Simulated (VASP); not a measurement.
KF:

```
CELL_PARAMETERS angstrom
0.00000 2.65896 2.65896
2.65896 0.00000 2.65896
2.65896 2.65896 0.00000
ATOMIC_POSITIONS crystal
K 0.00000 0.00000 0.00000
F 0.50000 0.50000 0.50000
```

Base run:

```yaml
Program: VASP 6.6.1
Functional: r2SCAN
Potentials_or_basis: VASP PAW PBE potentials, release 64 (K_sv, F)
Cutoff: 520 eV
k_mesh: 6 × 6 × 6
Occupations: gaussian, width 0.01 eV
Spin: no spin polarisation
```

Its results: band gap on the k mesh 6.91 eV, direct; pressure 0.0 GPa.

**Question.** The run is repeated on the same cell with these changes: functional from r2SCAN to PBE; further incar settings from ALGO = Normal; EDIFF = 1e-07; NBANDS = 15 to ALGO = Normal; EDIFF = 1e-06; NBANDS = 15. What comes out?

**Answer.** Band gap on the k mesh 6.24 eV, direct; pressure 2.0 GPa.

Caveats: the PAW data sets were made with another functional, which shifts forces and pressure a little (some runs).

